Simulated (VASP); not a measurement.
# Ni2Ge (P6_3/mmc) in VASP: single point with r2SCAN

Aim: the single point of Ni2Ge with r2SCAN.

Program: VASP 6.6.1. These are calculated values, not measurements. Logs are shortened: lines on timing, memory, paths and dates and some standing lists are left out, and cuts for length are marked.

## 1. The cell of the first run

Symmetry: P6_3/mmc, No. 194, hexagonal system. The conventional cell has a = 3.978 Å, b = 3.978 Å, c = 5.037 Å, α = 90.00°, β = 90.00°, γ = 120.00°. Within 3.0 Å of Ni (site symmetry -6m2) lie 5 Ge at 2.30 to 2.52 Å and 6 Ni at 2.62 Å. Within 3.3 Å of Ni (site symmetry -3m) lie 8 Ni at 2.52 to 2.62 Å and 6 Ge at 2.62 Å. Within 3.0 Å of Ge (site symmetry -6m2) lie 11 Ni at 2.30 to 2.62 Å.

## 2. Single point, r2SCAN

File POSCAR:

```
Ni2Ge
1.0
    3.9781405244      0.0000000000      0.0000000000
   -1.9890702622      3.4451707540      0.0000000000
    0.0000000000      0.0000000000      5.0373755367
Ni Ge
4 2
Direct
    0.6666666667      0.3333333333      0.2500000000
    0.3333333333      0.6666666667      0.7500000000
    0.0000000000      0.0000000000      0.0000000000
    0.0000000000      0.0000000000      0.5000000000
    0.6666666667      0.3333333333      0.7500000000
    0.3333333333      0.6666666667      0.2500000000
```

File INCAR.step1:

```
PREC = Accurate ; ENCUT = 520
ISMEAR = 0 ; SIGMA = 0.1
LREAL = False ; LASPH = True
NELM = 100 ; NBANDS = 43
GGA = PE ; ALGO = Normal
EDIFF = 1E-4 ; LWAVE = True
LCHARG = False
```

File INCAR.step2:

```
PREC = Accurate ; ENCUT = 520
EDIFF = 1E-6 ; ISMEAR = 0
SIGMA = 0.1 ; LREAL = False
LASPH = True ; NELM = 100
ALGO = Normal ; ISIF = 2
LWAVE = False ; LCHARG = True
METAGGA = R2SCAN ; LMIXTAU = True
LELF = True ; LVHAR = True
NBANDS = 43 ; ISTART = 1
```

File KPOINTS:

```
regular mesh
0
Gamma
  12 12 8
```

Potentials or basis: VASP PAW PBE potentials, release 64 (Ni, Ge_d).

Started as:

```bash
> cat potpaw_PBE.64/Ni/POTCAR potpaw_PBE.64/Ge_d/POTCAR > POTCAR
> cp INCAR.step1 INCAR
> mpirun -np 1 vasp_std > vasp.out
> cp INCAR.step2 INCAR
> mpirun -np 1 vasp_std > vasp.out
```

OUTCAR:

```text
PREC = Accurate
   ENCUT = 520
   EDIFF = 1E-6
   ISMEAR = 0
   LREAL = False
   LASPH = True
   NELM = 100
   ISIF = 2
   METAGGA = R2SCAN
   ISTART = 1

 ion  position               nearest neighbor table
   1  0.667  0.333  0.250-   6 2.30   6 2.30   6 2.30   5 2.52   5 2.52   3 2.62   4 2.62   3 2.62
                             4 2.62   3 2.62   4 2.62
   2  0.333  0.667  0.750-   5 2.30   5 2.30   5 2.30   6 2.52   6 2.52   3 2.62   4 2.62   4 2.62
                             3 2.62   4 2.62   3 2.62
   3  0.000  0.000  0.000-   4 2.52   4 2.52   1 2.62   5 2.62   6 2.62   2 2.62   1 2.62   5 2.62
                             2 2.62   6 2.62   1 2.62   5 2.62   2 2.62   6 2.62
   4  0.000  0.000  0.500-   3 2.52   3 2.52   1 2.62   5 2.62   6 2.62   2 2.62   1 2.62   5 2.62
                             2 2.62   6 2.62   1 2.62   5 2.62   2 2.62   6 2.62
   5  0.667  0.333  0.750-   2 2.30   2 2.30   2 2.30   1 2.52   1 2.52   3 2.62   4 2.62   3 2.62
                             4 2.62   3 2.62   4 2.62
   6  0.333  0.667  0.250-   1 2.30   1 2.30   1 2.30   2 2.52   2 2.52   3 2.62   4 2.62   4 2.62
                             3 2.62   4 2.62   3 2.62

  LATTYP: Found a hexagonal cell.
 ALAT       =     3.9781405244
 C/A-ratio  =     1.2662638501

  Lattice vectors:

 A1 = (   3.9781405244,   0.0000000000,   0.0000000000)
 A2 = (  -1.9890702622,   3.4451707540,   0.0000000000)
 A3 = (   0.0000000000,   0.0000000000,   5.0373755367)

Analysis of symmetry for initial positions (statically):
=====================================================================
 Subroutine PRICEL returns:
 Original cell was already a primitive cell.

 Routine SETGRP: Setting up the symmetry group for a
 hexagonal supercell.

 Subroutine GETGRP returns: Found 24 space group operations
 (whereof 12 operations were pure point group operations)
 out of a pool of 24 trial point group operations.

The static configuration has the point symmetry D_3d.
 The point group associated with its full space group is D_6h.

Analysis of symmetry for dynamics (positions and initial velocities):
=====================================================================
 Subroutine PRICEL returns:
 Original cell was already a primitive cell.

 Routine SETGRP: Setting up the symmetry group for a
 hexagonal supercell.

 Subroutine GETGRP returns: Found 24 space group operations
 (whereof 12 operations were pure point group operations)
 out of a pool of 24 trial point group operations.

The dynamic configuration has the point symmetry D_3d.
 The point group associated with its full space group is D_6h.

 Subroutine INISYM returns: Found 24 space group operations
 (whereof 12 operations are pure point group operations),
 and found     1 'primitive' translations

----------------------------------------------------------------------------------------

                                     Primitive cell

  volume of cell :      69.0391

  direct lattice vectors                    reciprocal lattice vectors
     3.978140524  0.000000000  0.000000000     0.251373724  0.145130687  0.000000000
    -1.989070262  3.445170754  0.000000000     0.000000000  0.290261375  0.000000000
     0.000000000  0.000000000  5.037375537     0.000000000  0.000000000  0.198516071

  length of vectors
     3.978140524  3.978140524  5.037375537     0.290261375  0.290261375  0.198516071

  position of ions in fractional coordinates (direct lattice)
     0.666666667  0.333333333  0.250000000
     0.333333333  0.666666667  0.750000000
     0.000000000  0.000000000  0.000000000
     0.000000000  0.000000000  0.500000000
     0.666666667  0.333333333  0.750000000
     0.333333333  0.666666667  0.250000000

  ion indices of the primitive-cell ions
   primitive index   ion index
                 1           1
                 2           2
                 3           3
                 4           4
                 5           5
                 6           6

----------------------------------------------------------------------------------------

 KPOINTS: regular mesh

Automatic generation of k-mesh.
 Grid dimensions read from file:
 generate k-points for:   12   12    8

 Generating k-lattice:

  Cartesian coordinates                     Fractional coordinates (reciprocal lattice)
     0.020947810  0.012094224  0.000000000     0.083333333 -0.000000000  0.000000000
     0.000000000  0.024188448  0.000000000     0.000000000  0.083333333  0.000000000
     0.000000000  0.000000000  0.024814509     0.000000000  0.000000000  0.125000000

  Length of vectors
     0.024188448  0.024188448  0.024814509

  Shift w.r.t. Gamma in fractional coordinates (k-lattice)
     0.000000000  0.000000000  0.000000000

 Subroutine IBZKPT returns following result:
 ===========================================

 Found     95 irreducible k-points:

 Following reciprocal coordinates:
            Coordinates               Weight
  0.000000  0.000000  0.000000      1.000000
  0.083333  0.000000  0.000000      6.000000
  0.166667  0.000000  0.000000      6.000000
  0.250000  0.000000  0.000000      6.000000
  0.333333  0.000000  0.000000      6.000000
  0.416667  0.000000  0.000000      6.000000
[... 16 lines left out ...]
  0.250000  0.000000  0.125000     12.000000
  0.333333  0.000000  0.125000     12.000000
 [... further k-points ...]
   k-points           NKPTS =     95   k-points in BZ     NKDIM =     95   number of bands    NBANDS=     43
   number of dos      NEDOS =    301   number of ions     NIONS =      6
   total plane-waves  NPLWV =  36000
   dimension x,y,z NGX =    30 NGY =   30 NGZ =   40
   dimension x,y,z NGXF=    60 NGYF=   60 NGZF=   80
   ions per type =               4   2
   NGX,Y,Z   is equivalent  to a cutoff of  12.54, 12.54, 13.20 a.u.
   NGXF,Y,Z  is equivalent  to a cutoff of  25.07, 25.07, 26.40 a.u.
 SYSTEM =  unknown system
   PREC   = accura    normal or accurate (medium, high low for compatibility)
   ISTART =      1    job   : 0-new  1-cont  2-samecut
   ICHARG =      0    charge: 1-file 2-atom 10-const
   ISPIN  =      1    spin polarized calculation?
   LNONCOLLINEAR =      F non collinear calculations
   LSORBIT =      F    spin-orbit coupling
   LASPH  =      T    aspherical Exc in radial PAW
   ENCUT  =  520.0 eV  38.22 Ry    6.18 a.u.   7.40  7.40  9.37*2*pi/ulx,y,z
   NELM   =    100;   NELMIN=  2; NELMDL=  0     # of ELM steps
   EDIFF  = 0.1E-05   stopping-criterion for ELM
   LREAL  =      F    real-space projection
   EDIFFG = 0.1E-04   stopping-criterion for IOM
   NSW    =      0    number of steps for IOM
   IBRION =     -1    ionic relax: 0-MD 1-quasi-New 2-CG
   NFREE  =      0    steps in history (QN), initial steepest desc. (CG)
   ISIF   =      2    stress and relaxation
   ISYM   =      2    0-nonsym 1-usesym 2-fastsym
   POTIM  = 0.5000    time-step for ionic-motion
   TEBEG  =    0.0;   TEEND  =   0.0 temperature during run
   PSTRESS=    0.0 pullay stress
   NELECT =      68.0000    total number of electrons
   NUPDOWN=      -1.0000    fix difference up-down
   EMIN   =  10.00;   EMAX   =-10.00  energy-range for DOS
   EFERMI =   0.00;   METHOD = LEGACY
   ISMEAR =     0;   SIGMA  =   0.10  broadening in eV -4-tet -1-fermi 0-gaus
   EFERMI_NEDOS =   21; number of points for ismear=-14 and -15
   IALGO  =     38    algorithm
   IMIX   =      4    mixing-type and parameters
     AMIX     =   0.40;   BMIX     =  1.00
     AMIX_MAG =   1.60;   BMIX_MAG =  1.00
  volume/ion in A,a.u.               =      11.51        77.65
  Fermi-wavevector in a.u.,A,eV,Ry     =   1.628844  3.078068 36.098048  2.653132
  Thomas-Fermi vector in A             =   2.721408
   LORBIT       =      0    0 simple, 1 ext, 2 COOP (PROOUT), +10 PAW based schemes
   METAGGA = R2SCAN    functional components
   LHFCALC =     F    Hartree Fock is set to
   AEXX    =    0.0000 exact exchange contribution
   IVDW    =     0    specifies the selected vdW correction
   LEPSILON=     F    determine dielectric tensor
   LRPA    =     F    only Hartree local field effects (RPA)
 non-spin polarized calculation
 Gauss-broadening in eV      SIGMA  =   0.10
  energy-cutoff  :      520.00
  volume of cell :       69.04
 maximum number of plane-waves:      1890
 NGX is ok and might be reduce to    30
   NGX = 15   NGY = 15   NGZ = 19

 number of electron      68.0000036 magnetization

 Free energy of the ion-electron system (eV)
  ---------------------------------------------------
  ext. energy  EPLUGINS =         0.00000000
  ---------------------------------------------------
  free energy    TOTEN  =       -77.02966407 eV

  energy without entropy =      -77.01131280  energy(sigma->0) =      -77.02048844

 E-fermi :  10.1762     XC(G=0): -14.5660

 val. band max:       10.1701747928   @ k =   0.1667   0.0000   0.0000
 cond. band min:      10.1774041522   @ k =   0.2500   0.0000   0.3750
 fundamental gap:      0.0072293594
 Fermi energy:        10.1762435524

 k-point     1 :       0.0000    0.0000    0.0000
  band No.  band energies     occupation
      1     -15.4267      2.00000
      2     -15.4169      2.00000
      3     -15.3951      2.00000
      4     -15.3951      2.00000
      5     -15.3604      2.00000
      6     -15.3603      2.00000
[... 35 lines left out ...]
     42      15.0444      0.00000
     43      19.3100      0.00000

 k-point     2 :       0.0833    0.0000    0.0000
  band No.  band energies     occupation
      1     -15.4263      2.00000
      2     -15.4167      2.00000
      3     -15.3954      2.00000
      4     -15.3947      2.00000
      5     -15.3611      2.00000
      6     -15.3601      2.00000
[... 35 lines left out ...]
     42      15.7716      0.00000
     43      18.6622      0.00000

 k-point     3 :       0.1667    0.0000    0.0000
  band No.  band energies     occupation
      1     -15.4252      2.00000
      2     -15.4161      2.00000
      3     -15.3964      2.00000
      4     -15.3939      2.00000
      5     -15.3629      2.00000
      6     -15.3615      2.00000
[... 35 lines left out ...]
     42      17.4463      0.00000
     43      17.7145      0.00000

 k-point     4 :       0.2500    0.0000    0.0000
  band No.  band energies     occupation
      1     -15.4236      2.00000
      2     -15.4155      2.00000
      3     -15.3976      2.00000
      4     -15.3930      2.00000
      5     -15.3652      2.00000
      6     -15.3636      2.00000
[... 863 lines left out ...]
     42      17.1694      0.00000
     43      17.6284      0.00000

 k-point    23 :       0.2500    0.0000    0.1250
  band No.  band energies     occupation
      1     -15.4229      2.00000
      2     -15.4154      2.00000
      3     -15.3965      2.00000
      4     -15.3921      2.00000
      5     -15.3673      2.00000
      6     -15.3630      2.00000
[... 35 lines left out ...]
     42      17.4491      0.00000
     43      18.6003      0.00000

 k-point    24 :       0.3333    0.0000    0.1250
  band No.  band energies     occupation
      1     -15.4213      2.00000
      2     -15.4150      2.00000
      3     -15.3975      2.00000
      4     -15.3914      2.00000
      5     -15.3685      2.00000
      6     -15.3650      2.00000
[... 35 lines left out ...]
     42      18.0464      0.00000
     43      19.2573      0.00000

 [... further k-points ...]

------------------------ aborting loop because EDIFF is reached ----------------------------------------

  FORCE on cell =-STRESS in cart. coord.  units (eV):
  Direction    XX          YY          ZZ          XY          YZ          ZX
  --------------------------------------------------------------------------------------
  -------------------------------------------------------------------------------------
  Total        0.1066496      0.1066496      0.0428643     -0.0000000      0.0000000     -0.0000000
  in kB        2.4749968      2.4749968      0.9947444     -0.0000000      0.0000000     -0.0000000
  external PRESSURE =       1.9815793 kB  Pullay stress =       0.0000000 kB

 VOLUME and BASIS-vectors are now :
 -----------------------------------------------------------------------------
  energy-cutoff  :      520.00
  volume of cell :       69.04
      direct lattice vectors                 reciprocal lattice vectors
     3.978140524  0.000000000  0.000000000     0.251373724  0.145130687  0.000000000
    -1.989070262  3.445170754  0.000000000     0.000000000  0.290261375  0.000000000
     0.000000000  0.000000000  5.037375537     0.000000000  0.000000000  0.198516071

 POSITION                                       TOTAL-FORCE (eV/Angst)
 -----------------------------------------------------------------------------------
      1.98907      1.14839      1.25934        -0.000000     -0.000000     -0.000000
     -0.00000      2.29678      3.77803        -0.000000      0.000000     -0.000000
      0.00000      0.00000      0.00000         0.000000      0.000000      0.000000
      0.00000      0.00000      2.51869         0.000000      0.000000      0.000000
      1.98907      1.14839      3.77803         0.000000     -0.000000      0.000000
     -0.00000      2.29678      1.25934         0.000000      0.000000      0.000000
 -----------------------------------------------------------------------------------
    total drift:                               -0.000000     -0.000000      0.000000

  FREE ENERGIE OF THE ION-ELECTRON SYSTEM (eV)
  ---------------------------------------------------
  free  energy   TOTEN  =       -77.0296640720 eV

  energy  without entropy=      -77.0113127998  energy(sigma->0) =      -77.02048844
```

Run time: 16 min. Hardware: 1 thread of Intel Xeon Platinum 8488C (Sapphire Rapids), shared host; peak memory 0.35 GiB.

What came out:

| Item | Value |
| --- | --- |
| Free energy | -77.0297 eV |
| Pressure | 0.2 GPa |
| Band gap on the k mesh | zero (bands 34 and 35 overlap by 3.09 eV) |

Levels at points of the mesh, in eV from the Fermi level:
```tsv
k point	band 32	band 33	band 34	band 35	band 36	band 37
(0.00, 0.00, 0.00)	-0.61	0.10	2.48	2.80	2.80	3.01
(0.50, 0.00, 0.00)	-1.20	-1.04	-0.67	-0.56	0.77	1.81
(0.00, 0.00, 0.50)	-1.17	1.64	1.64	3.36	3.36	3.36
(0.50, 0.00, 0.50)	-1.22	-0.87	-0.87	0.92	0.92	2.73
```

Caveat: the PAW data sets were made with another functional, which shifts forces and pressure a little. Spin polarisation is off, so any magnetic state and its effect on volume and gap are missing.
